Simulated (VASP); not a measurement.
# CdS (P3m1) in VASP: further runs

CdS is run at these levels: HSE06; tasks: single point.

Program: VASP 6.6.1. These are calculated values, not measurements. Logs are shortened: lines on timing, memory, paths and dates and some standing lists are left out, and cuts for length are marked.

## (1) The cell of the first run

Symmetry: P3m1, No. 156, trigonal system. Conventional cell: a = 4.261 Å, b = 4.261 Å, c = 5.804 Å, α = 90.00°, β = 90.00°, γ = 120.00°. Cd (site symmetry 3m) has 3 S at 2.46 Å within 3.2 Å. Within 3.2 Å of S (site symmetry 3m) lie 3 Cd at 2.46 Å.

## (2) Single point, HSE06, non-collinear spin, zero start, spin-orbit coupling

The input, POSCAR:

```
CdS
1.0
    4.2611695877      0.0000000000      0.0000000000
   -2.1305847939      3.6902811128      0.0000000000
    0.0000000000      0.0000000000      5.8041729400
Cd S
1 1
Direct
    0.0000000000      0.0000000000      0.4426919200
    0.6666666667      0.3333333333      0.4343080800
```

The input, INCAR.step1:

```
PREC = Accurate
ENCUT = 520
EDIFF = 1E-5
ISMEAR = -1
SIGMA = 0.05
LREAL = F
LASPH = T
NELM = 150
ALGO = Normal
ISIF = 2
LWAVE = T
MAGMOM = 0 0 0 0 0 0
LORBIT = 11
LSORBIT = T
GGA_COMPAT = F
LORBMOM = T
GGA = PE
NBANDS = 30
```

The input, INCAR.step2:

```
PREC = Accurate
ENCUT = 520
EDIFF = 1E-6
ISMEAR = -1
SIGMA = 0.05
LREAL = F
LASPH = T
NELM = 150
ALGO = Normal
ISIF = 2
LWAVE = F
LCHARG = T
MAGMOM = 0 0 0 0 0 0
LORBIT = 11
LSORBIT = T
GGA_COMPAT = F
LORBMOM = T
GGA = PE
LHFCALC = T
HFSCREEN = 0.2079
PRECFOCK = Normal
LVHAR = T
ISTART = 1
NBANDS = 30
```

The input, KPOINTS:

```
Automatic mesh
0
Gamma
  3 3 2
```

Potentials or basis: VASP PAW PBE potentials, release 64 (Cd, S).

Launch:

```console
> cat potpaw_PBE.64/Cd/POTCAR potpaw_PBE.64/S/POTCAR > POTCAR
> cp INCAR.step1 INCAR
> mpirun -np 1 vasp_ncl > vasp.out
> cp INCAR.step2 INCAR
> mpirun -np 1 vasp_ncl > vasp.out
```

OUTCAR:

```text
PREC = Accurate
   ENCUT = 520
   EDIFF = 1E-6
   ISMEAR = -1
   LREAL = F
   LASPH = T
   NELM = 150
   ISIF = 2
   LORBIT = 11
   LSORBIT = T
   GGA = PE
   LHFCALC = T
   HFSCREEN = 0.2079
   PRECFOCK = Normal
   ISTART = 1

 ion  position               nearest neighbor table
   1  0.000  0.000  0.443-   2 2.46   2 2.46   2 2.46
   2  0.667  0.333  0.434-   1 2.46   1 2.46   1 2.46

  LATTYP: Found a hexagonal cell.
 ALAT       =     4.2611695877
 C/A-ratio  =     1.3621079426

  Lattice vectors:

 A1 = (   4.2611695877,   0.0000000000,   0.0000000000)
 A2 = (  -2.1305847939,   3.6902811128,   0.0000000000)
 A3 = (   0.0000000000,   0.0000000000,   5.8041729400)

Analysis of symmetry for initial positions (statically):
=====================================================================
 Subroutine PRICEL returns:
 Original cell was already a primitive cell.

 Routine SETGRP: Setting up the symmetry group for a
 hexagonal supercell.

 Subroutine GETGRP returns: Found  6 space group operations
 (whereof  6 operations were pure point group operations)
 out of a pool of 24 trial point group operations.

The static configuration has the point symmetry C_3v.

Analysis of symmetry for dynamics (positions and initial velocities):
=====================================================================
 Subroutine PRICEL returns:
 Original cell was already a primitive cell.

 Routine SETGRP: Setting up the symmetry group for a
 hexagonal supercell.

 Subroutine GETGRP returns: Found  6 space group operations
 (whereof  6 operations were pure point group operations)
 out of a pool of 24 trial point group operations.

The dynamic configuration has the point symmetry C_3v.

Analysis of structural, dynamic, and magnetic symmetry:
=====================================================================
 Subroutine PRICEL returns:
 Original cell was already a primitive cell.

 Routine SETGRP: Setting up the symmetry group for a
 hexagonal supercell.

 Subroutine GETGRP returns: Found  6 space group operations
 (whereof  6 operations were pure point group operations)
 out of a pool of 24 trial point group operations.

[... 432 lines left out ...]
 -----------------------------------------------------------------------------------
      0.00000      0.00000      2.56946        -0.000000      0.000000     -0.011449
      2.13058      1.23009      2.52080         0.000000      0.000000      0.011449
 -----------------------------------------------------------------------------------
    total drift:                                0.000000      0.000001     -0.000224

  FREE ENERGIE OF THE ION-ELECTRON SYSTEM (eV)
  ---------------------------------------------------
  free  energy   TOTEN  =        -7.0194707202 eV

  energy  without entropy=       -7.0194707202  energy(sigma->0) =       -7.01947072

 orbital moment (x)

 # of ion     p       d       tot
 ----------------------------------------
  1        -0.000   0.000   0.000
  2         0.000   0.000   0.000
 ----------------------------------------
           -0.000   0.000   0.000

 orbital moment (y)

 # of ion     p       d       tot
 ----------------------------------------
  1         0.000   0.000   0.000
  2        -0.000   0.000  -0.000
 ----------------------------------------
            0.000   0.000   0.000

 orbital moment (z)

 # of ion     p       d       tot
 ----------------------------------------
  1         0.000   0.000   0.000
  2         0.000   0.000   0.000
 ----------------------------------------
            0.000   0.000   0.000

 Spin-Orbit-Coupling matrix elements

 Ion:    1  E_soc:     -0.0542854
 l=   1
     0.0000000    -0.0019815    -0.0027526
    -0.0019815     0.0000000    -0.0019815
    -0.0027526    -0.0019815     0.0000000
 l=   2
     0.0000000    -0.0013501     0.0000000    -0.0013501    -0.0055728
    -0.0013501     0.0000000    -0.0040657    -0.0013226    -0.0013501
     0.0000000    -0.0040657     0.0000000    -0.0040657     0.0000000
    -0.0013501    -0.0013226    -0.0040657     0.0000000    -0.0013501
    -0.0055728    -0.0013501     0.0000000    -0.0013501     0.0000000
 l=   3
     0.0000000     0.0000000     0.0000000     0.0000000     0.0000000     0.0000000     0.0000000
     0.0000000     0.0000000     0.0000000     0.0000000     0.0000000     0.0000000     0.0000000
     0.0000000     0.0000000     0.0000000     0.0000000     0.0000000     0.0000000     0.0000000
     0.0000000     0.0000000     0.0000000     0.0000000     0.0000000     0.0000000     0.0000000
     0.0000000     0.0000000     0.0000000     0.0000000     0.0000000     0.0000000     0.0000000
     0.0000000     0.0000000     0.0000000     0.0000000     0.0000000     0.0000000     0.0000000
     0.0000000     0.0000000     0.0000000     0.0000000     0.0000000     0.0000000     0.0000000

 Ion:    2  E_soc:     -0.0020642
 l=   1
     0.0000000    -0.0003699    -0.0002923
    -0.0003699     0.0000000    -0.0003699
    -0.0002923    -0.0003699     0.0000000
 l=   2
     0.0000000     0.0000000     0.0000000     0.0000000     0.0000000
     0.0000000     0.0000000     0.0000000     0.0000000     0.0000000
     0.0000000     0.0000000     0.0000000     0.0000000     0.0000000
     0.0000000     0.0000000     0.0000000     0.0000000     0.0000000
     0.0000000     0.0000000     0.0000000     0.0000000     0.0000000
 l=   3
     0.0000000     0.0000000     0.0000000     0.0000000     0.0000000     0.0000000     0.0000000
     0.0000000     0.0000000     0.0000000     0.0000000     0.0000000     0.0000000     0.0000000
     0.0000000     0.0000000     0.0000000     0.0000000     0.0000000     0.0000000     0.0000000
     0.0000000     0.0000000     0.0000000     0.0000000     0.0000000     0.0000000     0.0000000
     0.0000000     0.0000000     0.0000000     0.0000000     0.0000000     0.0000000     0.0000000
     0.0000000     0.0000000     0.0000000     0.0000000     0.0000000     0.0000000     0.0000000
     0.0000000     0.0000000     0.0000000     0.0000000     0.0000000     0.0000000     0.0000000

 total charge

# of ion       s       p       d       tot
------------------------------------------
    1        0.411   0.297   9.600  10.308
    2        1.298   2.437   0.000   3.735
--------------------------------------------------
tot          1.709   2.734   9.600  14.044

 magnetization (x)

# of ion       s       p       d       tot
------------------------------------------
    1        0.000   0.000  -0.000  -0.000
    2        0.000  -0.000   0.000  -0.000
--------------------------------------------------
tot          0.000  -0.000  -0.000  -0.000

 magnetization (y)

# of ion       s       p       d       tot
------------------------------------------
    1        0.000   0.000   0.000   0.000
    2        0.000  -0.000   0.000   0.000
--------------------------------------------------
tot          0.000  -0.000   0.000   0.000

 magnetization (z)

# of ion       s       p       d       tot
------------------------------------------
    1        0.000   0.000   0.000   0.000
    2        0.000  -0.000   0.000  -0.000
--------------------------------------------------
tot          0.000  -0.000   0.000  -0.000
```

OUTCAR.step1:

```text
PREC = Accurate
   ENCUT = 520
   EDIFF = 1E-5
   ISMEAR = -1
   LREAL = F
   LASPH = T
   NELM = 150
   ISIF = 2
[... 579 lines left out ...]
tot          0.000  -0.000  -0.000  -0.000

 magnetization (y)

# of ion       s       p       d       tot
------------------------------------------
    1        0.000   0.000   0.000   0.000
    2        0.000   0.000   0.000   0.000
--------------------------------------------------
tot          0.000   0.000   0.000   0.000

 magnetization (z)

# of ion       s       p       d       tot
------------------------------------------
    1        0.000  -0.000  -0.000  -0.000
    2       -0.000   0.000   0.000  -0.000
--------------------------------------------------
tot          0.000  -0.000  -0.000  -0.000
```

OSZICAR.step1:

```text
N       E                     dE             d eps       ncg     rms          rms(c)
DAV:   1     0.115686211924E+03    0.11569E+03   -0.77452E+03   488   0.100E+03
DAV:   2     0.161091861687E+01   -0.11408E+03   -0.10885E+03   564   0.256E+02
DAV:   3    -0.628532020573E+01   -0.78962E+01   -0.78380E+01   590   0.643E+01
DAV:   4    -0.639313547362E+01   -0.10782E+00   -0.10772E+00   572   0.742E+00
DAV:   5    -0.639528725163E+01   -0.21518E-02   -0.21517E-02   600   0.104E+00    0.771E+00
DAV:   6    -0.558858380455E+01    0.80670E+00   -0.13142E+00   616   0.137E+01    0.601E+00
DAV:   7    -0.555906086926E+01    0.29523E-01   -0.50038E-01   536   0.447E+00    0.305E+00
DAV:   8    -0.555840115676E+01    0.65971E-03   -0.61647E-02   528   0.298E+00    0.489E-01
DAV:   9    -0.555603796633E+01    0.23632E-02   -0.11458E-02   534   0.148E+00    0.249E-01
DAV:  10    -0.555648954851E+01   -0.45158E-03   -0.13497E-03   516   0.255E-01    0.131E-01
DAV:  11    -0.555676180807E+01   -0.27226E-03   -0.62613E-04   520   0.280E-01    0.696E-02
DAV:  12    -0.555683877193E+01   -0.76964E-04   -0.21330E-04   506   0.129E-01    0.238E-02
DAV:  13    -0.555683957307E+01   -0.80114E-06   -0.10113E-05   508   0.252E-02
   1 F= -.55568396E+01 E0= -.55568395E+01  d E =-.231057E-06  mag=     0.0000    -0.0000    -0.0000
```

It took 12 min on 1 thread of AMD EPYC 7R13 (Zen 3), shared host; peak memory 0.5 GiB.

Results:

```
Free energy                                           : -7.0195 eV
Pressure                                              : -0.5 GPa
Largest force                                         : 0.011 eV/Å
Net moment                                            : 0.00 μB per cell
Valence electrons inside the program's atomic spheres : Cd 10.31; S 3.73
```

Forces on the atoms (eV/Å):
```
Cd   0.000  0.000 -0.011
S    0.000  0.000  0.011
```

Moments on the atoms (μB; x, y, z):
```
Cd  0.00 0.00 0.00
S   0.00 0.00 0.00
```

Caveat: the k points lie up to 0.57 Å⁻¹ apart; the PAW data sets were made with another functional, which shifts forces and pressure a little.

## (3) Single point, HSE06

This run uses another cell than the first one.

The input, POSCAR:

```
CdS
1.0
    4.2266229725      0.0000000000      0.0000000000
   -2.1133114863      3.6603628664      0.0000000000
    0.0000000000      0.0000000000      5.8372465945
Cd S
1 1
Direct
    0.0000000000      0.0000000000      0.4380403527
    0.6666666667      0.3333333333      0.4389596473
```

The input, INCAR.step1:

```
SYSTEM = CdS
ALGO = Normal
EDIFF = 1E-5
ENCUT = 470
GGA = PE
GGA_COMPAT = .False.
ISIF = 2
ISMEAR = -1
LASPH = .True.
LCHARG = .False.
LREAL = .False.
LWAVE = .True.
NBANDS = 20
NELM = 120
PREC = Accurate
SIGMA = 0.05
```

The input, INCAR.step2:

```
SYSTEM = CdS
ALGO = Normal
EDIFF = 1E-6
ENCUT = 470
GGA = PE
GGA_COMPAT = .False.
HFSCREEN = 0.2079
ISIF = 2
ISMEAR = -1
ISTART = 1
LASPH = .True.
LCHARG = .False.
LHFCALC = .True.
LREAL = .False.
LWAVE = .False.
NBANDS = 20
NELM = 120
PREC = Accurate
PRECFOCK = Normal
SIGMA = 0.05
```

The input, KPOINTS:

```
k-points
0
Gamma
  4 4 3
  0 0 0
```

Potentials or basis: VASP PAW PBE potentials, release 64 (Cd_sv_GW, S).

Launch:

```console
> cat potpaw_PBE.64/Cd_sv_GW/POTCAR potpaw_PBE.64/S/POTCAR > POTCAR
> cp INCAR.step1 INCAR
> mpirun -np 1 vasp_std > vasp.out
> cp INCAR.step2 INCAR
> mpirun -np 1 vasp_std > vasp.out
```

Run time: 16 min. Hardware: 1 thread of Intel Xeon Platinum 8259CL at 2.50GHz (Skylake/Cascade Lake), shared host; peak memory 0.32 GiB.

The run converged. Its results:

```yaml
Free_energy: -7.1443 eV
Pressure: -0.8 GPa
Band_gap_on_the_k_mesh: 2.54 eV
```

Levels at points of the mesh, in eV from the valence-band top:
| k point | band 10 | band 11 | band 12 | band 13 | band 14 | band 15 | band 16 | band 17 |
| --- | --- | --- | --- | --- | --- | --- | --- | --- |
| (0.00, 0.00, 0.00) | -8.11 | -1.34 | 0.00 | 0.00 | 2.54 | 6.36 | 8.10 | 8.10 |
| (0.50, 0.00, 0.00) | -7.89 | -3.90 | -1.44 | -0.35 | 4.81 | 6.11 | 7.68 | 8.22 |

Caveat: the k points lie up to 0.43 Å⁻¹ apart; the PAW data sets were made with another functional, which shifts forces and pressure a little.
